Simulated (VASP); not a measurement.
# CoSi (P2_13) in VASP: electric field gradients with r2SCAN

Aim: the electric field gradients of CoSi with r2SCAN.

All numbers are computed with VASP 6.6.1; they aren't measurements. Logs are shortened: lines on timing, memory, paths and dates and some standing lists are left out, and cuts for length are marked.

### 1 The cell of the first run

The structure is cubic, space group P2_13 (No. 198). Conventional cell: a = 4.383 Å, b = 4.383 Å, c = 4.383 Å, α = 90.00°, β = 90.00°, γ = 90.00°. Co (site symmetry 3) has 7 Si at 2.29 to 2.40 Å and 6 Co at 2.70 Å within 3.0 Å. Si (site symmetry 3) has 7 Co at 2.29 to 2.40 Å and 6 Si at 2.71 Å within 3.0 Å.

### 2 Electric field gradients, r2SCAN

POSCAR

```
CoSi
1.0
    4.3829497400      0.0000000000      0.0000000000
    0.0000000000      4.3829497400      0.0000000000
    0.0000000000      0.0000000000      4.3829497400
Co Si
4 4
Direct
    0.1456680264      0.1456680264      0.1456680264
    0.3543319736      0.8543319736      0.6456680264
    0.6456680264      0.3543319736      0.8543319736
    0.8543319736      0.6456680264      0.3543319736
    0.8436088031      0.8436088031      0.8436088031
    0.6563911969      0.1563911969      0.3436088031
    0.3436088031      0.6563911969      0.1563911969
    0.1563911969      0.3436088031      0.6563911969
```

INCAR.step1

```
ALGO = Normal
EDIFF = 1E-4
ENCUT = 520
GGA = PE
ISMEAR = 0
LASPH = T
LCHARG = F
LREAL = F
LWAVE = T
NBANDS = 36
NELM = 80
PREC = Accurate
SIGMA = 0.05
```

INCAR.step2

```
ALGO = Normal
EDIFF = 1E-8
ENCUT = 520
ISIF = 2
ISMEAR = 0
ISTART = 1
LASPH = T
LCHARG = F
LEFG = T
LMIXTAU = T
LREAL = F
LWAVE = F
METAGGA = R2SCAN
NBANDS = 36
NELM = 80
PREC = Accurate
SIGMA = 0.05
```

KPOINTS

```
k-points
0
Gamma
  8 8 8
```

Potentials or basis: VASP PAW PBE potentials, release 64 (Co, Si).

Run with:

```
$ cat potpaw_PBE.64/Co/POTCAR potpaw_PBE.64/Si/POTCAR > POTCAR
$ cp INCAR.step1 INCAR
$ mpirun -np 1 vasp_std > vasp.out
$ cp INCAR.step2 INCAR
$ mpirun -np 1 vasp_std > vasp.out
```

OUTCAR:

```text
EDIFF = 1E-8
   ENCUT = 520
   ISIF = 2
   ISMEAR = 0
   ISTART = 1
   LASPH = T
   LREAL = F
   METAGGA = R2SCAN
   NELM = 80
   PREC = Accurate

 ion  position               nearest neighbor table
   1  0.146  0.146  0.146-   5 2.29   6 2.31   7 2.31   8 2.31   6 2.40   8 2.40   7 2.40   3 2.70
                             4 2.70   2 2.70   2 2.70   4 2.70   3 2.70
   2  0.354  0.854  0.646-   6 2.29   5 2.31   7 2.31   8 2.31   7 2.40   5 2.40   8 2.40   1 2.70
                             1 2.70   3 2.70   3 2.70   4 2.70   4 2.70
   3  0.646  0.354  0.854-   7 2.29   6 2.31   5 2.31   8 2.31   8 2.40   6 2.40   5 2.40   1 2.70
                             4 2.70   2 2.70   2 2.70   4 2.70   1 2.70
   4  0.854  0.646  0.354-   8 2.29   6 2.31   7 2.31   5 2.31   5 2.40   7 2.40   6 2.40   1 2.70
                             3 2.70   2 2.70   1 2.70   2 2.70   3 2.70
   5  0.844  0.844  0.844-   1 2.29   2 2.31   3 2.31   4 2.31   2 2.40   4 2.40   3 2.40   6 2.71
                             7 2.71   8 2.71   6 2.71   8 2.71   7 2.71
   6  0.656  0.156  0.344-   2 2.29   1 2.31   3 2.31   4 2.31   3 2.40   1 2.40   4 2.40   8 2.71
                             5 2.71   5 2.71   7 2.71   7 2.71   8 2.71
   7  0.344  0.656  0.156-   3 2.29   2 2.31   1 2.31   4 2.31   4 2.40   2 2.40   1 2.40   8 2.71
                             5 2.71   8 2.71   6 2.71   6 2.71   5 2.71
   8  0.156  0.344  0.656-   4 2.29   2 2.31   3 2.31   1 2.31   1 2.40   3 2.40   2 2.40   7 2.71
                             5 2.71   7 2.71   5 2.71   6 2.71   6 2.71

  LATTYP: Found a simple cubic cell.
 ALAT       =     4.3829497400

  Lattice vectors:

 A1 = (   4.3829497400,   0.0000000000,   0.0000000000)
 A2 = (   0.0000000000,   4.3829497400,   0.0000000000)
 A3 = (   0.0000000000,   0.0000000000,   4.3829497400)

Analysis of symmetry for initial positions (statically):
=====================================================================
 Subroutine PRICEL returns:
 Original cell was already a primitive cell.

 Routine SETGRP: Setting up the symmetry group for a
 simple cubic supercell.

 Subroutine GETGRP returns: Found 12 space group operations
 (whereof  3 operations were pure point group operations)
 out of a pool of 48 trial point group operations.

The static configuration has the point symmetry C_3 .
 The point group associated with its full space group is T   .

Analysis of symmetry for dynamics (positions and initial velocities):
=====================================================================
 Subroutine PRICEL returns:
 Original cell was already a primitive cell.

 Routine SETGRP: Setting up the symmetry group for a
 simple cubic supercell.

 Subroutine GETGRP returns: Found 12 space group operations
 (whereof  3 operations were pure point group operations)
 out of a pool of 48 trial point group operations.

The dynamic configuration has the point symmetry C_3 .
 The point group associated with its full space group is T   .

 Subroutine INISYM returns: Found 12 space group operations
 (whereof  3 operations are pure point group operations),
 and found     1 'primitive' translations

----------------------------------------------------------------------------------------

                                     Primitive cell

  volume of cell :      84.1976

  direct lattice vectors                    reciprocal lattice vectors
     4.382949740  0.000000000  0.000000000     0.228156849  0.000000000  0.000000000
     0.000000000  4.382949740  0.000000000     0.000000000  0.228156849  0.000000000
     0.000000000  0.000000000  4.382949740     0.000000000  0.000000000  0.228156849

  length of vectors
     4.382949740  4.382949740  4.382949740     0.228156849  0.228156849  0.228156849

  position of ions in fractional coordinates (direct lattice)
     0.145668026  0.145668026  0.145668026
     0.354331974  0.854331974  0.645668026
     0.645668026  0.354331974  0.854331974
     0.854331974  0.645668026  0.354331974
     0.843608803  0.843608803  0.843608803
[... 89 lines left out ...]
   NSW    =      0    number of steps for IOM
   IBRION =     -1    ionic relax: 0-MD 1-quasi-New 2-CG
   NFREE  =      0    steps in history (QN), initial steepest desc. (CG)
   ISIF   =      2    stress and relaxation
   ISYM   =      2    0-nonsym 1-usesym 2-fastsym
   POTIM  = 0.5000    time-step for ionic-motion
   TEBEG  =    0.0;   TEEND  =   0.0 temperature during run
   PSTRESS=    0.0 pullay stress
   NELECT =      52.0000    total number of electrons
   NUPDOWN=      -1.0000    fix difference up-down
   EMIN   =  10.00;   EMAX   =-10.00  energy-range for DOS
   EFERMI =   0.00;   METHOD = LEGACY
   ISMEAR =     0;   SIGMA  =   0.05  broadening in eV -4-tet -1-fermi 0-gaus
   EFERMI_NEDOS =   21; number of points for ismear=-14 and -15
   IALGO  =     38    algorithm
   IMIX   =      4    mixing-type and parameters
     AMIX     =   0.40;   BMIX     =  1.00
     AMIX_MAG =   1.60;   BMIX_MAG =  1.00
  volume/ion in A,a.u.               =      10.52        71.02
  Fermi-wavevector in a.u.,A,eV,Ry     =   1.394150  2.634561 26.445015  1.943654
  Thomas-Fermi vector in A             =   2.517727
   LORBIT       =      0    0 simple, 1 ext, 2 COOP (PROOUT), +10 PAW based schemes
   METAGGA = R2SCAN    functional components
   LHFCALC =     F    Hartree Fock is set to
   AEXX    =    0.0000 exact exchange contribution
   IVDW    =     0    specifies the selected vdW correction
   LEPSILON=     F    determine dielectric tensor
   LRPA    =     F    only Hartree local field effects (RPA)
 non-spin polarized calculation
 Gauss-broadening in eV      SIGMA  =   0.05
  energy-cutoff  :      520.00
  volume of cell :       84.20
 maximum number of plane-waves:      2301
 NGX is ok and might be reduce to    36
   NGX = 17   NGY = 17   NGZ = 17

 number of electron      51.9999986 magnetization

 Free energy of the ion-electron system (eV)
  ---------------------------------------------------
  ext. energy  EPLUGINS =         0.00000000
  ---------------------------------------------------
  free energy    TOTEN  =       -91.96411752 eV

  energy without entropy =      -91.96232267  energy(sigma->0) =      -91.96322010

 E-fermi :  12.5360     XC(G=0): -14.0903

 val. band max:       12.5278682222   @ k =   0.0000   0.0000   0.0000
 cond. band min:      12.5539040423   @ k =   0.5000   0.5000   0.3750
 fundamental gap:      0.0260358201
 Fermi energy:        12.5359769814

 k-point     1 :       0.0000    0.0000    0.0000
  band No.  band energies     occupation
      1      -2.1777      2.00000
      2       3.7662      2.00000
      3       3.7662      2.00000
      4       3.7662      2.00000
      5       6.5508      2.00000
      6       6.5508      2.00000
[... 925 lines left out ...]
     35      17.7632      0.00000
     36      18.7325      0.00000

 [... further k-points ...]
[... 5 lines left out ...]
  --------------------------------------------------------------------------------------
  -------------------------------------------------------------------------------------
  Total        0.0733950      0.0733950      0.0733950      0.0000000      0.0000000      0.0000000
  in kB        1.3966174      1.3966174      1.3966174      0.0000000      0.0000000      0.0000000
  external PRESSURE =       1.3966174 kB  Pullay stress =       0.0000000 kB

 VOLUME and BASIS-vectors are now :
 -----------------------------------------------------------------------------
  energy-cutoff  :      520.00
  volume of cell :       84.20
      direct lattice vectors                 reciprocal lattice vectors
     4.382949740  0.000000000  0.000000000     0.228156849  0.000000000  0.000000000
     0.000000000  4.382949740  0.000000000     0.000000000  0.228156849  0.000000000
     0.000000000  0.000000000  4.382949740     0.000000000  0.000000000  0.228156849

 POSITION                                       TOTAL-FORCE (eV/Angst)
 -----------------------------------------------------------------------------------
      0.63846      0.63846      0.63846         0.003444      0.003444      0.003444
      1.55302      3.74449      2.82993        -0.003444     -0.003444      0.003444
      2.82993      1.55302      3.74449         0.003444     -0.003444     -0.003444
      3.74449      2.82993      1.55302        -0.003444      0.003444     -0.003444
      3.69749      3.69749      3.69749         0.002537      0.002537      0.002537
      2.87693      0.68545      1.50602        -0.002537     -0.002537      0.002537
      1.50602      2.87693      0.68545         0.002537     -0.002537     -0.002537
      0.68545      1.50602      2.87693        -0.002537      0.002537     -0.002537
 -----------------------------------------------------------------------------------
    total drift:                                0.000000      0.000000      0.000000

  FREE ENERGIE OF THE ION-ELECTRON SYSTEM (eV)
  ---------------------------------------------------
  free  energy   TOTEN  =       -91.9641175237 eV

  energy  without entropy=      -91.9623226710  energy(sigma->0) =      -91.96322010

 Electric field gradients (V/A^2)
---------------------------------------------------------------------
 ion       V_xx      V_yy      V_zz      V_xy      V_xz      V_yz
---------------------------------------------------------------------
   1       0.000     0.000    -0.000    -2.708    -2.708    -2.708
   2       0.000    -0.000    -0.000    -2.708     2.708     2.708
   3       0.000    -0.000    -0.000     2.708     2.708    -2.708
   4       0.000     0.000    -0.000     2.708    -2.708     2.708
   5       0.000     0.000    -0.000   -12.419   -12.419   -12.419
   6      -0.000     0.000    -0.000   -12.419    12.419    12.419
   7       0.000     0.000    -0.000    12.419    12.419   -12.419
   8       0.000     0.000    -0.000    12.419   -12.419    12.419
---------------------------------------------------------------------

 Electric field gradients after diagonalization (V/A^2)
 (convention: |V_zz| > |V_xx| > |V_yy|)
----------------------------------------------------------------------
 ion       V_xx      V_yy      V_zz     asymmetry (V_yy - V_xx)/ V_zz
----------------------------------------------------------------------
   1       2.708     2.708    -5.416       0.000
   2       2.708     2.708    -5.416       0.000
   3       2.708     2.708    -5.416       0.000
   4       2.708     2.708    -5.416       0.000
   5      12.419    12.419   -24.838       0.000
   6      12.419    12.419   -24.838       0.000
   7      12.419    12.419   -24.838       0.000
   8      12.419    12.419   -24.838       0.000
----------------------------------------------------------------------

           NMR quadrupolar parameters

 Cq : quadrupolar parameter    Cq=e*Q*V_zz/h
 eta: asymmetry parameters     (V_yy - V_xx)/ V_zz
 Q  : nuclear electric quadrupole moment in mb (millibarn)
----------------------------------------------------------------------
 ion       Cq(MHz)       eta       Q (mb)
----------------------------------------------------------------------
   1      -0.013       0.000       1.000
   2      -0.013       0.000       1.000
   3      -0.013       0.000       1.000
   4      -0.013       0.000       1.000
   5      -0.060       0.000       1.000
   6      -0.060       0.000       1.000
   7      -0.060       0.000       1.000
   8      -0.060       0.000       1.000
----------------------------------------------------------------------
```

It took 8 min on 1 thread of AMD EPYC 7R13 (Zen 3), shared host; peak memory 0.25 GiB.

What came out:

* Free energy: -91.9641 eV
* Pressure: 0.1 GPa
* Largest force: 0.006 eV/Å
* Band gap on the k mesh: zero (band 26 reaches 12.53 eV, above the bottom of band 27 at 12.32 eV)

Forces on the atoms (eV/Å):
```
Co   0.003  0.003  0.003
Co  -0.003 -0.003  0.003
Co   0.003 -0.003 -0.003
Co  -0.003  0.003 -0.003
Si   0.003  0.003  0.003
Si  -0.003 -0.003  0.003
Si   0.003 -0.003 -0.003
Si  -0.003  0.003 -0.003
```

Levels at points of the mesh, in eV from the Fermi level:
| k point | band 22 | band 23 | band 24 | band 25 | band 26 | band 27 | band 28 | band 29 | band 30 | band 31 |
| --- | --- | --- | --- | --- | --- | --- | --- | --- | --- | --- |
| (0.00, 0.00, 0.00) | -1.03 | -0.88 | -0.88 | -0.01 | -0.01 | -0.01 | 2.86 | 2.86 | 2.86 | 3.14 |
| (0.50, 0.00, 0.00) | -1.16 | -0.73 | -0.73 | -0.52 | -0.52 | 1.09 | 1.09 | 1.71 | 1.71 | 4.60 |
| (0.50, 0.50, 0.00) | -1.62 | -1.12 | -1.12 | -0.05 | -0.05 | 0.68 | 0.68 | 2.28 | 2.28 | 2.75 |
| (0.50, 0.50, 0.50) | -1.35 | -1.35 | -1.35 | -0.21 | -0.21 | -0.21 | -0.21 | 6.09 | 6.09 | 6.09 |

Electric field gradients, principal values (V/Å²):
```
atom   least  middle  greatest (by size)
1 Co   2.708   2.708              -5.416
2 Co   2.708   2.708              -5.416
3 Co   2.708   2.708              -5.416
4 Co   2.708   2.708              -5.416
5 Si  12.419  12.419             -24.838
6 Si  12.419  12.419             -24.838
7 Si  12.419  12.419             -24.838
8 Si  12.419  12.419             -24.838
```

Caveat: without QUAD_EFG the Cq values of the log hold for a quadrupole moment of 1 mb, not for the nuclei; the PAW data sets were made with another functional, which shifts forces and pressure a little.
